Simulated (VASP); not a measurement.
# Gd (Im-3m) in VASP: single point with PBE

Aim: the single point of Gd with PBE.

All numbers are computed with VASP 6.6.1; they aren't measurements. Logs are shortened: lines on timing, memory, paths and dates and some standing lists are left out, and cuts for length are marked.

**1. The cell of the first run**

Symmetry: Im-3m, No. 229, cubic system. The conventional cell has a = 4.046 Å, b = 4.046 Å, c = 4.046 Å, α = 90.00°, β = 90.00°, γ = 90.00°. Within 4.6 Å of Gd (site symmetry m-3m) lie 14 Gd at 3.50 to 4.05 Å.

This isn't the form of Gd at room conditions, which is hcp.

**2. Single point, PBE, collinear spin, antiferromagnetic start**

INCAR

```
SYSTEM = Gd
PREC     = Accurate       ! precision mode
ENCUT    = 520            ! plane-wave cutoff, eV
EDIFF    = 1E-7           ! SCF threshold, eV
ISMEAR   = 0              ! smearing method
SIGMA    = 0.05           ! smearing width, eV
LREAL    = .FALSE.        ! projectors in reciprocal space
LASPH    = .TRUE.         ! aspherical terms in the spheres
NELM     = 150            ! most SCF steps
ALGO     = Normal         ! electronic algorithm
ISIF     = 2              ! what is computed and relaxed
LWAVE    = .FALSE.        ! write WAVECAR
LCHARG   = .TRUE.         ! write CHGCAR
ISPIN    = 2              ! spin polarisation
MAGMOM   = 7 -7           ! initial moments
LORBIT   = 11             ! projections on sites
LMAXMIX  = 6              ! l up to which the mixer works
GGA      = PE             ! functional
LELF     = .TRUE.         ! ELF
LVHAR    = .TRUE.       
NBANDS   = 29             ! bands
```

KPOINTS

```
regular mesh
0
G
  14 14 7
  0 0 0
```

POSCAR

```
Gd
1.0
    0.0000000000      4.0464918516      0.0000000000
    4.0464918516      0.0000000000      0.0000000000
    4.0464918516      4.0464918516     -4.0464918516
Gd
2
Direct
    0.0000000000      0.0000000000      0.0000000000
    0.0000000000      0.0000000000      0.5000000000
```

Potentials or basis: VASP PAW PBE potentials, release 64 (Gd).

On the command line:

```bash
$ cat potpaw_PBE.64/Gd/POTCAR > POTCAR
$ mpirun -np 1 vasp_std > vasp.out
```

OUTCAR:

```text
SYSTEM = Gd
   PREC = Accurate
   ENCUT = 520
   EDIFF = 1E-7
   ISMEAR = 0
   LREAL = .FALSE.
   LASPH = .TRUE.
   NELM = 150
   ISIF = 2
   ISPIN = 2
   LORBIT = 11
   GGA = PE

 ion  position               nearest neighbor table
   1  0.000  0.000  0.000-   2 3.50   2 3.50   2 3.50   2 3.50   2 3.50   2 3.50   2 3.50   2 3.50

   2  0.000  0.000  0.500-   1 3.50   1 3.50   1 3.50   1 3.50   1 3.50   1 3.50   1 3.50   1 3.50

  LATTYP: Found a simple cubic cell.
 ALAT       =     4.0464918516

  Lattice vectors:

 A1 = (   0.0000000000,   4.0464918516,   0.0000000000)
 A2 = (   4.0464918516,   0.0000000000,   0.0000000000)
 A3 = (   0.0000000000,   0.0000000000,  -4.0464918516)

Analysis of symmetry for initial positions (statically):
=====================================================================
 Subroutine PRICEL returns following result:

  LATTYP: Found a body centered cubic cell.
 ALAT       =     4.0464918516

  Lattice vectors:

 A1 = (  -2.0232459258,  -2.0232459258,  -2.0232459258)
 A2 = (  -2.0232459258,   2.0232459258,   2.0232459258)
 A3 = (   2.0232459258,   2.0232459258,  -2.0232459258)

   2 primitive cells build up your supercell.

 Routine SETGRP: Setting up the symmetry group for a
 simple cubic supercell.

 Subroutine GETGRP returns: Found 48 space group operations
 (whereof 48 operations were pure point group operations)
 out of a pool of 48 trial point group operations.

The static configuration has the point symmetry O_h .

Analysis of symmetry for dynamics (positions and initial velocities):
=====================================================================
 Subroutine PRICEL returns following result:

  LATTYP: Found a body centered cubic cell.
 ALAT       =     4.0464918516

  Lattice vectors:

 A1 = (  -2.0232459258,  -2.0232459258,  -2.0232459258)
 A2 = (  -2.0232459258,   2.0232459258,   2.0232459258)
 A3 = (   2.0232459258,   2.0232459258,  -2.0232459258)

   2 primitive cells build up your supercell.

 Routine SETGRP: Setting up the symmetry group for a
 simple cubic supercell.

 Subroutine GETGRP returns: Found 48 space group operations
 (whereof 48 operations were pure point group operations)
 out of a pool of 48 trial point group operations.

The dynamic configuration has the point symmetry O_h .

Analysis of structural, dynamic, and magnetic symmetry:
=====================================================================
 Subroutine PRICEL returns following result:

  LATTYP: Found a body centered cubic cell.
 ALAT       =     4.0464918516

  Lattice vectors:

 A1 = (  -2.0232459258,  -2.0232459258,  -2.0232459258)
 A2 = (  -2.0232459258,   2.0232459258,   2.0232459258)
 A3 = (   2.0232459258,   2.0232459258,  -2.0232459258)

   2 primitive cells build up your supercell.

 Routine SETGRP: Setting up the symmetry group for a
 simple cubic supercell.

 Subroutine GETGRP returns: Found 48 space group operations
 (whereof 48 operations were pure point group operations)
 out of a pool of 48 trial point group operations.

The overall configuration has the point symmetry O_h .

 Subroutine INISYM returns: Found 48 space group operations
 (whereof 48 operations are pure point group operations),
 and found     2 'primitive' translations

----------------------------------------------------------------------------------------

                                     Primitive cell

  volume of cell :      33.1288

  direct lattice vectors                    reciprocal lattice vectors
    -2.023245926 -2.023245926 -2.023245926    -0.247127645  0.000000000 -0.247127645
    -2.023245926  2.023245926  2.023245926    -0.247127645  0.247127645  0.000000000
     2.023245926  2.023245926 -2.023245926     0.000000000  0.247127645 -0.247127645

  length of vectors
     3.504364740  3.504364740  3.504364740     0.349491267  0.349491267  0.349491267

  position of ions in fractional coordinates (direct lattice)
     0.000000000  0.000000000  0.000000000

  ion indices of the primitive-cell ions
   primitive index   ion index
                 1           1

----------------------------------------------------------------------------------------

 KPOINTS: regular mesh

Automatic generation of k-mesh.
 Grid dimensions read from file:
 generate k-points for:   14   14    7

 Generating k-lattice:

  Cartesian coordinates                     Fractional coordinates (reciprocal lattice)
     0.000000000  0.017651975  0.017651975     0.071428571  0.000000000  0.000000000
     0.017651975  0.000000000  0.017651975     0.000000000  0.071428571  0.000000000
     0.000000000  0.000000000 -0.035303949     0.000000000  0.000000000  0.142857143

  Length of vectors
     0.024963662  0.024963662  0.035303949

  Shift w.r.t. Gamma in fractional coordinates (k-lattice)
     0.000000000  0.000000000  0.000000000

 Subroutine IBZKPT returns following result:
 ===========================================

 Found     60 irreducible k-points:

 Following reciprocal coordinates:
            Coordinates               Weight
  0.000000  0.000000  0.000000      1.000000
  0.071429  0.000000  0.000000     12.000000
  0.142857  0.000000  0.000000     12.000000
  0.214286  0.000000  0.000000     12.000000
  0.285714  0.000000  0.000000     12.000000
  0.357143  0.000000  0.000000     12.000000
[... 16 lines left out ...]
  0.285714  0.285714  0.000000     24.000000
  0.357143  0.285714  0.000000     24.000000
 [... further k-points ...]
   k-points           NKPTS =     60   k-points in BZ     NKDIM =     60   number of bands    NBANDS=     29
   number of dos      NEDOS =    301   number of ions     NIONS =      2
   total plane-waves  NPLWV =  48600
   dimension x,y,z NGX =    30 NGY =   30 NGZ =   54
   dimension x,y,z NGXF=    60 NGYF=   60 NGZF=  108
   ions per type =               2
   NGX,Y,Z   is equivalent  to a cutoff of  12.33, 12.33, 12.81 a.u.
   NGXF,Y,Z  is equivalent  to a cutoff of  24.65, 24.65, 25.62 a.u.
 SYSTEM =  Gd
   PREC   = accura    normal or accurate (medium, high low for compatibility)
   ISTART =      0    job   : 0-new  1-cont  2-samecut
   ICHARG =      2    charge: 1-file 2-atom 10-const
   ISPIN  =      2    spin polarized calculation?
   LNONCOLLINEAR =      F non collinear calculations
   LSORBIT =      F    spin-orbit coupling
   LASPH  =      T    aspherical Exc in radial PAW
   ENCUT  =  520.0 eV  38.22 Ry    6.18 a.u.   7.52  7.52 13.03*2*pi/ulx,y,z
   NELM   =    150;   NELMIN=  2; NELMDL= -5     # of ELM steps
   EDIFF  = 0.1E-06   stopping-criterion for ELM
   LREAL  =      F    real-space projection
   EDIFFG = 0.1E-05   stopping-criterion for IOM
   NSW    =      0    number of steps for IOM
   IBRION =     -1    ionic relax: 0-MD 1-quasi-New 2-CG
   NFREE  =      0    steps in history (QN), initial steepest desc. (CG)
   ISIF   =      2    stress and relaxation
   ISYM   =      2    0-nonsym 1-usesym 2-fastsym
   POTIM  = 0.5000    time-step for ionic-motion
   TEBEG  =    0.0;   TEEND  =   0.0 temperature during run
   PSTRESS=    0.0 pullay stress
   NELECT =      36.0000    total number of electrons
   NUPDOWN=      -1.0000    fix difference up-down
   EMIN   =  10.00;   EMAX   =-10.00  energy-range for DOS
   EFERMI =   0.00;   METHOD = LEGACY
   ISMEAR =     0;   SIGMA  =   0.05  broadening in eV -4-tet -1-fermi 0-gaus
   EFERMI_NEDOS =   21; number of points for ismear=-14 and -15
   IALGO  =     38    algorithm
   IMIX   =      4    mixing-type and parameters
     AMIX     =   0.40;   BMIX     =  1.00
     AMIX_MAG =   1.60;   BMIX_MAG =  1.00
  volume/ion in A,a.u.               =      33.13       223.56
  Fermi-wavevector in a.u.,A,eV,Ry     =   1.335868  2.524425 24.280199  1.784544
  Thomas-Fermi vector in A             =   2.464539
   LORBIT       =     11    0 simple, 1 ext, 2 COOP (PROOUT), +10 PAW based schemes
   GGA     = PE    functional components
   LHFCALC =     F    Hartree Fock is set to
   AEXX    =    0.0000 exact exchange contribution
   IVDW    =     0    specifies the selected vdW correction
   LEPSILON=     F    determine dielectric tensor
   LRPA    =     F    only Hartree local field effects (RPA)
 spin polarized calculation
 Gauss-broadening in eV      SIGMA  =   0.05
  energy-cutoff  :      520.00
  volume of cell :       66.26
 maximum number of plane-waves:      1806
   NGX = 15   NGY = 15   NGZ = 25

 number of electron      35.9999988 magnetization       0.0000000

 number of electron      35.9999988 magnetization      -0.0000000

 Free energy of the ion-electron system (eV)
  ---------------------------------------------------
  ext. energy  EPLUGINS =         0.00000000
  ---------------------------------------------------
  free energy    TOTEN  =       -23.17816134 eV

  energy without entropy =      -23.17154327  energy(sigma->0) =      -23.17485231

 E-fermi :   3.0921     XC(G=0):  -9.9723

 val. band max:        3.0912832975   @ k =   0.5000   0.1429   0.1429
 cond. band min:       3.0955454317   @ k =   0.3571   0.3571   0.1429
 fundamental gap:      0.0042621342
 Fermi energy:         3.0920593184

 spin component 1

 k-point     1 :       0.0000    0.0000    0.0000
  band No.  band energies     occupation
      1     -42.1474      1.00000
      2     -38.9776      1.00000
      3     -19.5193      1.00000
      4     -19.5193      1.00000
      5     -19.5193      1.00000
      6     -17.1994      1.00000
[... 757 lines left out ...]
     28       3.8229      0.00000
     29       7.0743      0.00000

 [... further k-points ...]

 spin component 2

 k-point     1 :       0.0000    0.0000    0.0000
  band No.  band energies     occupation
      1     -42.1474      1.00000
      2     -38.9776      1.00000
      3     -19.5193      1.00000
      4     -19.5193      1.00000
      5     -19.5193      1.00000
      6     -17.1994      1.00000
[... 757 lines left out ...]
     28       3.8229      0.00000
     29       7.0522      0.00000

 [... further k-points ...]
[... 5 lines left out ...]
  --------------------------------------------------------------------------------------
  -------------------------------------------------------------------------------------
  Total        0.1140630      0.1140630      0.1140630     -0.0000000      0.0000000      0.0000000
  in kB        2.7581583      2.7581583      2.7581583     -0.0000000      0.0000000      0.0000000
  external PRESSURE =       2.7581583 kB  Pullay stress =       0.0000000 kB

 VOLUME and BASIS-vectors are now :
 -----------------------------------------------------------------------------
  energy-cutoff  :      520.00
  volume of cell :       66.26
      direct lattice vectors                 reciprocal lattice vectors
     0.000000000  4.046491852  0.000000000     0.000000000  0.247127645  0.247127645
     4.046491852  0.000000000  0.000000000     0.247127645  0.000000000  0.247127645
     4.046491852  4.046491852 -4.046491852     0.000000000  0.000000000 -0.247127645

 POSITION                                       TOTAL-FORCE (eV/Angst)
 -----------------------------------------------------------------------------------
      0.00000      0.00000      0.00000         0.000000     -0.000000     -0.000000
      2.02325      2.02325     -2.02325        -0.000000      0.000000      0.000000
 -----------------------------------------------------------------------------------
    total drift:                                0.000000      0.000000     -0.000000

  FREE ENERGIE OF THE ION-ELECTRON SYSTEM (eV)
  ---------------------------------------------------
  free  energy   TOTEN  =       -23.1781613435 eV

  energy  without entropy=      -23.1715432726  energy(sigma->0) =      -23.17485231

 total charge

# of ion       s       p       d       f       tot
--------------------------------------------------
    1        2.074   5.565   0.552   7.022  15.213
    2        2.074   5.565   0.552   7.022  15.213
--------------------------------------------------
tot          4.148  11.130   1.104  14.044  30.425

 magnetization (x)

# of ion       s       p       d       f       tot
--------------------------------------------------
    1        0.008  -0.073   0.143   6.769   6.847
    2       -0.008   0.073  -0.143  -6.769  -6.847
--------------------------------------------------
tot          0.000   0.000   0.000  -0.000  -0.000
```

Run time: 6.2 min. Hardware: 1 thread of Intel Xeon 6975P-C (Granite Rapids), shared host; peak memory 0.37 GiB.

What came out:

```yaml
Free_energy: -23.1782 eV
Pressure: 0.3 GPa
Band_gap_on_the_k_mesh: zero (filled and empty bands overlap)
Net_moment: 0.00 μB per cell
Site_moments: Gd +6.85, -6.85 μB
Valence_electrons_inside_the_program's_atomic_spheres: Gd 15.21
```

Caveat: spin-orbit coupling is left out, which moves the levels of the heavy elements; semilocal functionals describe open f shells poorly, which spoils levels, moments and volumes. The state reached can hang on the start; a lower one may exist.
